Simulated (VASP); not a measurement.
A run of VASP 6.6.1 is set up as follows.

INCAR

```
PREC = Accurate
ENCUT = 600
EDIFF = 1E-6
ISMEAR = 0
SIGMA = 0.01
LREAL = False
LASPH = True
NELM = 120
ALGO = Normal
ISIF = 2
LWAVE = False
LCHARG = False
GGA = PS
NBANDS = 11
GGA_COMPAT = False
```

File KPOINTS:

```
Automatic mesh
0
Gamma
  10 10 10
```

Contents of POSCAR:

```
BN
1.0
    0.0000000000      1.8025733205      1.8025733205
    1.8025733205      0.0000000000      1.8025733205
    1.8025733205      1.8025733205      0.0000000000
B N
1 1
Direct
    0.0000000000      0.0000000000      0.0000000000
    0.2500000000      0.2500000000      0.2500000000
```

Potentials or basis: VASP PAW PBE potentials, release 64 (B, N).

Run with:

```sh
$ cat potpaw_PBE.64/B/POTCAR potpaw_PBE.64/N/POTCAR > POTCAR
$ mpirun -np 1 vasp_std > vasp.out
```

Task: What does it give for the band gap on the k mesh?

Result: 4.29 eV, indirect (least direct gap 8.80 eV).

Task: Predict the pressure.

Result: 0.5 GPa.

Caveat: the PAW data sets were made with another functional, which shifts forces and pressure a little. A k mesh can miss the band edges.
